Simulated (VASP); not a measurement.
# Mo (Immm) in VASP: a series of runs

Runs on Mo. Level: PBE. Tasks: single point.

All numbers are computed with VASP 6.6.1; they aren't measurements. Logs are shortened: lines on timing, memory, paths and dates and some standing lists are left out, and cuts for length are marked.

### Step 1. The cell of the first run

Symmetry: Immm, No. 71, orthorhombic system. Conventional cell: a = 2.813 Å, b = 3.176 Å, c = 3.492 Å, α = 90.00°, β = 90.00°, γ = 90.00°. Mo (site symmetry mmm) has 14 Mo at 2.75 to 3.49 Å within 3.6 Å.

### Step 2. Single point, PBE

File INCAR:

```
SYSTEM = Mo
  PREC = Accurate
  ENCUT = 520
  EDIFF = 1E-6
  ISMEAR = 0
  SIGMA = 0.15
  LREAL = .False.
  LASPH = .True.
  NELM = 60
  ALGO = Fast
  ISIF = 2
  LWAVE = .False.
  LCHARG = .False.
  GGA = PE
  NBANDS = 13
```

File KPOINTS:

```
regular mesh
0
Gamma
  20 20 20
  0 0 0
```

File POSCAR:

```
Mo
1.0
   -1.5881205321      1.7461424756      1.4063952971
    1.5881205321     -1.7461424756      1.4063952971
    1.5881205321      1.7461424756     -1.4063952971
Mo
1
Direct
    0.0000000000      0.0000000000      0.0000000000
```

Potentials or basis: VASP PAW PBE potentials, release 64 (Mo_sv).

Command:

```sh
cat potpaw_PBE.64/Mo_sv/POTCAR > POTCAR
mpirun -np 1 vasp_std > vasp.out
```

OUTCAR:

```text
SYSTEM = Mo
   PREC = Accurate
   ENCUT = 520
   EDIFF = 1E-6
   ISMEAR = 0
   LREAL = .False.
   LASPH = .True.
   NELM = 60
   ISIF = 2
   GGA = PE

 ion  position               nearest neighbor table
   1  0.000  0.000  0.000-

  LATTYP: Found a body centered orthorhombic cell.
 ALAT       =     2.8127905942
 B/A-ratio  =     1.1292134831
 C/A-ratio  =     1.2415730337

  Lattice vectors:

 A1 = (   1.5881205321,  -1.7461424756,   1.4063952971)
 A2 = (  -1.5881205321,  -1.7461424756,  -1.4063952971)
 A3 = (   1.5881205321,   1.7461424756,  -1.4063952971)

Analysis of symmetry for initial positions (statically):
=====================================================================
 Subroutine PRICEL returns:
 Original cell was already a primitive cell.

 Routine SETGRP: Setting up the symmetry group for a
 body centered orthorhombic supercell.

 Subroutine GETGRP returns: Found  8 space group operations
 (whereof  8 operations were pure point group operations)
 out of a pool of  8 trial point group operations.

The static configuration has the point symmetry D_2h.

Analysis of symmetry for dynamics (positions and initial velocities):
=====================================================================
 Subroutine PRICEL returns:
 Original cell was already a primitive cell.

 Routine SETGRP: Setting up the symmetry group for a
 body centered orthorhombic supercell.

 Subroutine GETGRP returns: Found  8 space group operations
 (whereof  8 operations were pure point group operations)
 out of a pool of  8 trial point group operations.

The dynamic configuration has the point symmetry D_2h.

 Subroutine INISYM returns: Found  8 space group operations
 (whereof  8 operations are pure point group operations),
 and found     1 'primitive' translations

----------------------------------------------------------------------------------------

                                     Primitive cell

  volume of cell :      15.6002

  direct lattice vectors                    reciprocal lattice vectors
    -1.588120532  1.746142476  1.406395297     0.000000000  0.286345477  0.355518823
     1.588120532 -1.746142476  1.406395297     0.314837564  0.000000000  0.355518823
     1.588120532  1.746142476 -1.406395297     0.314837564  0.286345477  0.000000000

  length of vectors
     2.747560391  2.747560391  2.747560391     0.456494650  0.474885591  0.425577753

  position of ions in fractional coordinates (direct lattice)
     0.000000000  0.000000000  0.000000000

  ion indices of the primitive-cell ions
   primitive index   ion index
                 1           1

----------------------------------------------------------------------------------------

 KPOINTS: regular mesh

Automatic generation of k-mesh.
 Grid dimensions read from file:
 generate k-points for:   20   20   20

 Generating k-lattice:

  Cartesian coordinates                     Fractional coordinates (reciprocal lattice)
     0.000000000  0.014317274  0.017775941     0.050000000 -0.000000000  0.000000000
     0.015741878  0.000000000  0.017775941    -0.000000000  0.050000000  0.000000000
     0.015741878  0.014317274  0.000000000    -0.000000000  0.000000000  0.050000000

  Length of vectors
     0.022824732  0.023744280  0.021278888

  Shift w.r.t. Gamma in fractional coordinates (k-lattice)
     0.000000000  0.000000000  0.000000000

 Subroutine IBZKPT returns following result:
 ===========================================

 Found   1166 irreducible k-points:

 Following reciprocal coordinates:
            Coordinates               Weight
  0.000000  0.000000  0.000000      1.000000
  0.050000 -0.000000  0.000000      4.000000
  0.100000  0.000000  0.000000      4.000000
  0.150000 -0.000000  0.000000      4.000000
  0.200000  0.000000  0.000000      4.000000
  0.250000 -0.000000  0.000000      4.000000
[... 16 lines left out ...]
 -0.450000  0.050000 -0.000000      8.000000
 -0.400000  0.050000 -0.000000      8.000000
 [... further k-points ...]
   k-points           NKPTS =   1166   k-points in BZ     NKDIM =   1166   number of bands    NBANDS=     13
   number of dos      NEDOS =    301   number of ions     NIONS =      1
   total plane-waves  NPLWV =   8000
   dimension x,y,z NGX =    20 NGY =   20 NGZ =   20
   dimension x,y,z NGXF=    40 NGYF=   40 NGZF=   40
   ions per type =               1
   NGX,Y,Z   is equivalent  to a cutoff of  12.10, 12.10, 12.10 a.u.
   NGXF,Y,Z  is equivalent  to a cutoff of  24.20, 24.20, 24.20 a.u.
 SYSTEM =  Mo
   PREC   = accura    normal or accurate (medium, high low for compatibility)
   ISTART =      0    job   : 0-new  1-cont  2-samecut
   ICHARG =      2    charge: 1-file 2-atom 10-const
   ISPIN  =      1    spin polarized calculation?
   LNONCOLLINEAR =      F non collinear calculations
   LSORBIT =      F    spin-orbit coupling
   LASPH  =      T    aspherical Exc in radial PAW
   ENCUT  =  520.0 eV  38.22 Ry    6.18 a.u.   5.11  5.11  5.11*2*pi/ulx,y,z
   NELM   =     60;   NELMIN=  2; NELMDL= -5     # of ELM steps
   EDIFF  = 0.1E-05   stopping-criterion for ELM
   LREAL  =      F    real-space projection
   EDIFFG = 0.1E-04   stopping-criterion for IOM
   NSW    =      0    number of steps for IOM
   IBRION =     -1    ionic relax: 0-MD 1-quasi-New 2-CG
   NFREE  =      0    steps in history (QN), initial steepest desc. (CG)
   ISIF   =      2    stress and relaxation
   ISYM   =      2    0-nonsym 1-usesym 2-fastsym
   POTIM  = 0.5000    time-step for ionic-motion
   TEBEG  =    0.0;   TEEND  =   0.0 temperature during run
   PSTRESS=    0.0 pullay stress
   NELECT =      14.0000    total number of electrons
   NUPDOWN=      -1.0000    fix difference up-down
   EMIN   =  10.00;   EMAX   =-10.00  energy-range for DOS
   EFERMI =   0.00;   METHOD = LEGACY
   ISMEAR =     0;   SIGMA  =   0.15  broadening in eV -4-tet -1-fermi 0-gaus
   EFERMI_NEDOS =   21; number of points for ismear=-14 and -15
   IALGO  =     68    algorithm
   IMIX   =      4    mixing-type and parameters
     AMIX     =   0.40;   BMIX     =  1.00
     AMIX_MAG =   1.60;   BMIX_MAG =  1.00
  volume/ion in A,a.u.               =      15.60       105.28
  Fermi-wavevector in a.u.,A,eV,Ry     =   1.579092  2.984050 33.926540  2.493530
  Thomas-Fermi vector in A             =   2.679523
   LORBIT       =      0    0 simple, 1 ext, 2 COOP (PROOUT), +10 PAW based schemes
   GGA     = PE    functional components
   LHFCALC =     F    Hartree Fock is set to
   AEXX    =    0.0000 exact exchange contribution
   IVDW    =     0    specifies the selected vdW correction
   LEPSILON=     F    determine dielectric tensor
   LRPA    =     F    only Hartree local field effects (RPA)
 non-spin polarized calculation
 RMM-DIIS sequential band-by-band and
 Gauss-broadening in eV      SIGMA  =   0.15
  energy-cutoff  :      520.00
  volume of cell :       15.60
 maximum number of plane-waves:       435
   NGX = 11   NGY = 11   NGZ = 11

 number of electron      13.9999999 magnetization

 Free energy of the ion-electron system (eV)
  ---------------------------------------------------
  ext. energy  EPLUGINS =         0.00000000
  ---------------------------------------------------
  free energy    TOTEN  =       -10.65702653 eV

  energy without entropy =      -10.64615921  energy(sigma->0) =      -10.65159287

 E-fermi :  12.4916     XC(G=0): -13.3872

 val. band max:       12.4899129971   @ k =   0.4500   0.1500   0.0000
 cond. band min:      12.4933330231   @ k =  -0.1000   0.0500  -0.0000
 fundamental gap:      0.0034200260
 Fermi energy:        12.4915843077

 k-point     1 :       0.0000    0.0000    0.0000
  band No.  band energies     occupation
      1     -48.5900      2.00000
      2     -21.9395      2.00000
      3     -21.8773      2.00000
      4     -21.7317      2.00000
      5       5.3995      2.00000
      6      10.2032      2.00000
      7      11.9174      2.00000
      8      12.5962      0.32412
      9      12.7123      0.03748
     10      15.2524      0.00000
     11      26.0022      0.00000
     12      27.5213      0.00000
     13      30.2284      0.00000

 k-point     2 :       0.0500   -0.0000    0.0000
  band No.  band energies     occupation
      1     -48.5830      2.00000
      2     -21.9492      2.00000
      3     -21.8950      2.00000
      4     -21.7568      2.00000
      5       5.5155      2.00000
      6      10.2501      2.00000
      7      11.8709      2.00000
      8      12.6243      0.21097
      9      12.6802      0.07539
     10      15.1659      0.00000
     11      26.2335      0.00000
     12      27.7360      0.00000
     13      30.1546      0.00000

 k-point     3 :       0.1000    0.0000    0.0000
  band No.  band energies     occupation
      1     -48.5625      2.00000
      2     -21.9772      2.00000
      3     -21.9702      2.00000
      4     -21.8052      2.00000
      5       5.8498      2.00000
      6      10.3579      2.00000
      7      11.6974      2.00000
      8      12.6311      0.18838
      9      12.7635      0.01036
     10      14.9420      0.00000
     11      26.8531      0.00000
     12      28.3607      0.00000
     13      29.8306      0.00000
[... 305 lines left out ...]
 k-point    23 :      -0.4500    0.0500   -0.0000
  band No.  band energies     occupation
      1     -48.3135      2.00000
      2     -23.1823      2.00000
      3     -22.3145      2.00000
      4     -21.9656      2.00000
      5       7.4976      2.00000
      6       9.3728      2.00000
      7      13.3475      0.00000
      8      13.5709      0.00000
      9      15.9000      0.00000
     10      16.7977      0.00000
     11      24.3480      0.00000
     12      26.3222      0.00000
     13      30.0073      0.00000

 k-point    24 :      -0.4000    0.0500   -0.0000
  band No.  band energies     occupation
      1     -48.3423      2.00000
      2     -23.0490      2.00000
      3     -22.2803      2.00000
      4     -21.9475      2.00000
      5       7.6307      2.00000
      6       9.5520      2.00000
      7      12.6673      0.09767
      8      13.5066      0.00000
      9      15.2962      0.00000
     10      16.0962      0.00000
     11      24.7278      0.00000
     12      27.7649      0.00000
     13      31.1795      0.00000

 [... further k-points ...]

------------------------ aborting loop because EDIFF is reached ----------------------------------------

  FORCE on cell =-STRESS in cart. coord.  units (eV):
  Direction    XX          YY          ZZ          XY          YZ          ZX
  --------------------------------------------------------------------------------------
  -------------------------------------------------------------------------------------
  Total        0.3197116     -0.7629054      2.5680261      0.0000000      0.0000000     -0.0000000
  in kB       32.8351036    -78.3521223    263.7421112      0.0000000      0.0000000     -0.0000000
  external PRESSURE =      72.7416975 kB  Pullay stress =       0.0000000 kB

 VOLUME and BASIS-vectors are now :
 -----------------------------------------------------------------------------
  energy-cutoff  :      520.00
  volume of cell :       15.60
      direct lattice vectors                 reciprocal lattice vectors
    -1.588120532  1.746142476  1.406395297     0.000000000  0.286345477  0.355518823
     1.588120532 -1.746142476  1.406395297     0.314837564  0.000000000  0.355518823
     1.588120532  1.746142476 -1.406395297     0.314837564  0.286345477  0.000000000

 POSITION                                       TOTAL-FORCE (eV/Angst)
 -----------------------------------------------------------------------------------
      0.00000      0.00000      0.00000        -0.000000     -0.000000     -0.000000
 -----------------------------------------------------------------------------------
    total drift:                                0.000000     -0.000000      0.000000

  FREE ENERGIE OF THE ION-ELECTRON SYSTEM (eV)
  ---------------------------------------------------
  free  energy   TOTEN  =       -10.6570265267 eV

  energy  without entropy=      -10.6461592098  energy(sigma->0) =      -10.65159287
```

Wall time 1.7 min (1 thread of AMD EPYC 9R45 (Zen 5), shared host); peak memory 0.28 GiB.

What came out:

```yaml
Free_energy: -10.6570 eV
Pressure: 7.3 GPa
Band_gap_on_the_k_mesh: zero (bands 7 and 8 overlap by 5.16 eV)
```

Caveat: the cell differs from its parent crystal (strain +e along x and -e along y -0.0500, strain +e along z and -e/2 along x and y -0.1100); the stress differs along the axes, from -8 to 26 GPa.

### Step 3. Single point, PBE

File INCAR:

```
SYSTEM = Mo
ALGO = Fast ; EDIFF = 1E-6
ENCUT = 520 ; GGA = PE
ISIF = 2 ; ISMEAR = 0
LASPH = .True. ; LCHARG = .False.
LREAL = .False. ; LWAVE = .False.
NBANDS = 13 ; NELM = 100
PREC = Accurate ; SIGMA = 0.15
```

File KPOINTS:

```
k-points
0
Gamma
  20 20 20
  0 0 0
```

File POSCAR:

```
Mo
1.0
   -1.4142963942      1.5723183377      1.7540435727
    1.4142963942     -1.5723183377      1.7540435727
    1.4142963942      1.5723183377     -1.7540435727
Mo
1
Direct
    0.0000000000      0.0000000000      0.0000000000
```

Potentials or basis: VASP PAW PBE potentials, release 64 (Mo_sv).

Command:

```sh
cat potpaw_PBE.64/Mo_sv/POTCAR > POTCAR
mpirun -np 1 vasp_std > vasp.out
```

OUTCAR:

```text
SYSTEM = Mo
   EDIFF = 1E-6
   ENCUT = 520
   GGA = PE
   ISIF = 2
   ISMEAR = 0
   LASPH = .True.
   LREAL = .False.
   NELM = 100
   PREC = Accurate

 ion  position               nearest neighbor table
   1  0.000  0.000  0.000-

  LATTYP: Found a body centered orthorhombic cell.
 ALAT       =     2.8285927884
 B/A-ratio  =     1.1117318436
 C/A-ratio  =     1.2402234637

  Lattice vectors:

 A1 = (  -1.4142963942,   1.5723183377,   1.7540435727)
[... 563 lines left out ...]
     11      24.5613      0.00000
     12      26.0990      0.00000
     13      33.2822      0.00000

 [... further k-points ...]

------------------------ aborting loop because EDIFF is reached ----------------------------------------

  FORCE on cell =-STRESS in cart. coord.  units (eV):
  Direction    XX          YY          ZZ          XY          YZ          ZX
  --------------------------------------------------------------------------------------
  -------------------------------------------------------------------------------------
  Total        2.4566549      0.4757557     -0.8568082     -0.0000000      0.0000000      0.0000000
  in kB      252.2745572     48.8554772    -87.9858670     -0.0000000      0.0000000      0.0000000
  external PRESSURE =      71.0480558 kB  Pullay stress =       0.0000000 kB

 VOLUME and BASIS-vectors are now :
 -----------------------------------------------------------------------------
  energy-cutoff  :      520.00
  volume of cell :       15.60
      direct lattice vectors                 reciprocal lattice vectors
    -1.414296394  1.572318338  1.754043573     0.000000000  0.318001761  0.285055632
     1.414296394 -1.572318338  1.754043573     0.353532684  0.000000000  0.285055632
     1.414296394  1.572318338 -1.754043573     0.353532684  0.318001761  0.000000000

 POSITION                                       TOTAL-FORCE (eV/Angst)
 -----------------------------------------------------------------------------------
      0.00000      0.00000      0.00000         0.000000      0.000000      0.000000
 -----------------------------------------------------------------------------------
    total drift:                               -0.000000     -0.000000      0.000000

  FREE ENERGIE OF THE ION-ELECTRON SYSTEM (eV)
  ---------------------------------------------------
  free  energy   TOTEN  =       -10.6634883905 eV

  energy  without entropy=      -10.6523113493  energy(sigma->0) =      -10.65789987
```

stdout:

```text
POSCAR found type information on POSCAR Mo
 POSCAR found :  1 types and       1 ions
 scaLAPACK will be used
 LDA part: xc-table for (Slater+PW92), standard interpolation
 POSCAR, INCAR and KPOINTS ok, starting setup
 FFT: planning ... GRIDC
 FFT: planning ... GRID_SOFT
 FFT: planning ... GRID
 WAVECAR not read
 entering main loop
```

It took 1.8 min on 1 thread of AMD EPYC 9R45 (Zen 5), shared host; peak memory 0.27 GiB.

What came out:

| Item | Value |
| --- | --- |
| Free energy | -10.6635 eV |
| Pressure | 7.1 GPa |
| Band gap on the k mesh | zero (bands 7 and 8 overlap by 5.06 eV) |

Levels at points of the mesh, in eV from the Fermi level:
```csv
k point,band 4,band 5,band 6,band 7,band 8,band 9,band 10,band 11
"(0.00, 0.00, 0.00)",-34.24,-7.10,-2.20,-0.70,0.15,0.24,2.71,13.45
"(0.50, 0.00, 0.00)",-34.35,-5.03,-1.65,-0.16,0.99,2.18,4.60,10.88
"(0.00, 0.50, 0.00)",-34.45,-5.16,-3.14,0.66,1.99,3.84,4.44,11.97
"(0.50, 0.50, 0.50)",-34.90,-5.49,-5.03,3.90,4.27,4.53,6.56,9.23
```

Caveat: the cell differs from its parent crystal (strain +e along x and -e along y -0.0500, strain +e along z and -e/2 along x and y +0.1100); the stress differs along the axes, from -9 to 25 GPa.

### Step 4. Single point, PBE

File INCAR:

```
PREC = Accurate ; ENCUT = 520
EDIFF = 1E-6 ; ISMEAR = 0
SIGMA = 0.15 ; LREAL = F
LASPH = T ; NELM = 60
ALGO = Fast ; ISIF = 2
LWAVE = F ; LCHARG = F
GGA = PE ; NBANDS = 13
```

File KPOINTS:

```
Automatic mesh
0
Gamma
  20 20 20
```

File POSCAR:

```
Mo
1.0
   -1.4221974914      1.7382413784      1.5802194349
    1.4221974914     -1.7382413784      1.5802194349
    1.4221974914      1.7382413784     -1.5802194349
Mo
1
Direct
    0.0000000000      0.0000000000      0.0000000000
```

Command:

```sh
cat potpaw_PBE.64/Mo_sv/POTCAR > POTCAR
mpirun -np 1 vasp_std > vasp.out
```

It took 100 s on 1 thread of AMD EPYC 9R45 (Zen 5), shared host; peak memory 0.28 GiB.

The run converged. Its results:

* Free energy: -10.6877 eV
* Pressure: 6.4 GPa
* Band gap on the k mesh: zero (bands 7 and 8 overlap by 5.09 eV)

Stress tensor (GPa, compression positive):
```
 25.77   0.00   0.00
  0.00 -10.05   0.00
  0.00   0.00   3.53
```

Levels at points of the mesh, in eV from the Fermi level:
| k point | band 3 | band 4 | band 5 | band 6 | band 7 | band 8 | band 9 | band 10 | band 11 | band 12 |
| --- | --- | --- | --- | --- | --- | --- | --- | --- | --- | --- |
| (0.00, 0.00, 0.00) | -34.40 | -34.28 | -7.11 | -2.21 | -0.74 | 0.09 | 0.24 | 2.67 | 13.52 | 15.08 |
| (0.50, 0.00, 0.00) | -34.60 | -34.38 | -5.05 | -1.76 | -0.04 | 1.00 | 2.10 | 4.59 | 10.88 | 12.69 |
| (0.50, 0.50, 0.00) | -34.84 | -34.48 | -5.18 | -3.22 | 0.77 | 1.97 | 3.75 | 4.48 | 11.94 | 12.11 |
| (0.50, 0.50, 0.50) | -35.36 | -34.95 | -5.49 | -5.07 | 3.89 | 4.21 | 4.48 | 6.75 | 9.08 | 12.03 |

Caveat: the cell differs from its parent crystal (strain +e along x and -e along y -0.1000, strain +e along z and -e/2 along x and y +0.0000); the stress differs along the axes, from -10 to 26 GPa.

### Step 5. The runs side by side

```csv
cell,gap on the mesh (eV),pressure (GPa)
"a = 2.748 Å, angles 109.4, 101.1, 118.4°, 1 atom",none,7.3
"a = 2.748 Å, angles 118.0, 110.2, 100.7°, 1 atom",none,7.1
"a = 2.746 Å, angles 117.6, 101.5, 109.7°, 1 atom",none,6.4
```

Alike in all rows: task single point; level PBE; potentials or basis VASP PAW PBE potentials, release 64 (Mo_sv); no spin polarisation; k mesh 20 × 20 × 20; cutoff (eV) 520; smearing gaussian 0.15 eV.

Caveats: the stress differs along the axes, from -8 to 26 GPa (at least some runs); the stress differs along the axes, from -9 to 25 GPa (at least some runs); the stress differs along the axes, from -10 to 26 GPa (at least some runs).

Absolute energies hang on the potentials; compare differences alone.
